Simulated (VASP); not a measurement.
BaTe: single point with PBE

BaTe:

```xyz
4
Lattice="2.2966 -6.7571 0.0000 2.2966 6.7571 0.0000 0.0000 0.0000 5.3641" Properties=species:S:1:pos:R:3 pbc="T T T"
Ba    2.2966   -5.1090    1.3410
Ba    2.2966    5.1090    4.0231
Te    2.2966   -1.6315    1.3410
Te    2.2966    1.6315    4.0231
```

```
Program                : VASP 6.6.1
Task                   : single point
Functional             : PBE
Potentials or basis    : VASP PAW PBE potentials, release 64 (Ba_sv, Te)
Cutoff                 : 520 eV
k mesh                 : 4 × 4 × 4
Occupations            : gaussian, width 0.2 eV
Spin                   : no spin polarisation
Dipole correction      : no
Further INCAR settings : ALGO = Normal; EDIFF = 1e-07; NBANDS = 24
```

```json
{
 "Pressure": "0.3 GPa",
 "Largest force": "0.028 eV/Å",
 "Band gap on the k mesh": "1.31 eV, direct"
}
```

Forces on the atoms (eV/Å):
```
Ba   0.000 -0.009  0.000
Ba   0.000  0.009  0.000
Te   0.000  0.028  0.000
Te   0.000 -0.028  0.000
```

Stress tensor (GPa, compression positive):
```
0.31 0.00 0.00
0.00 0.05 0.00
0.00 0.00 0.47
```

Levels at points of the mesh, in eV from the valence-band top:
| k point | band 12 | band 13 | band 14 | band 15 | band 16 | band 17 | band 18 | band 19 | band 20 | band 21 |
| --- | --- | --- | --- | --- | --- | --- | --- | --- | --- | --- |
| (0.00, 0.00, 0.00) | -1.09 | -0.38 | -0.30 | -0.20 | -0.14 | 1.52 | 1.83 | 1.91 | 2.45 | 3.56 |
| (0.50, 0.00, 0.00) | -2.25 | -1.98 | -1.83 | -1.32 | -0.35 | 2.91 | 2.95 | 3.78 | 3.85 | 4.46 |
| (0.50, 0.50, 0.00) | -1.39 | -0.99 | -0.60 | -0.38 | 0.00 | 1.31 | 2.20 | 2.97 | 2.98 | 3.19 |
| (0.00, 0.00, 0.50) | -2.12 | -1.13 | -1.13 | -0.98 | -0.98 | 2.99 | 2.99 | 3.37 | 3.37 | 4.64 |
| (0.50, 0.00, 0.50) | -1.61 | -1.32 | -1.32 | -0.59 | -0.59 | 2.16 | 2.16 | 3.44 | 3.44 | 3.92 |
| (0.50, 0.50, 0.50) | -2.70 | -0.91 | -0.91 | -0.87 | -0.87 | 3.10 | 3.10 | 3.90 | 3.90 | 4.11 |

Wall time 2.6 min on 1 thread of AMD EPYC 7R43 64-Core Processor (Zen 3) (shared host), peak memory 0.33 GiB.

Caveat: spin-orbit coupling is left out, which moves the levels of the heavy elements. A k mesh can miss the band edges.
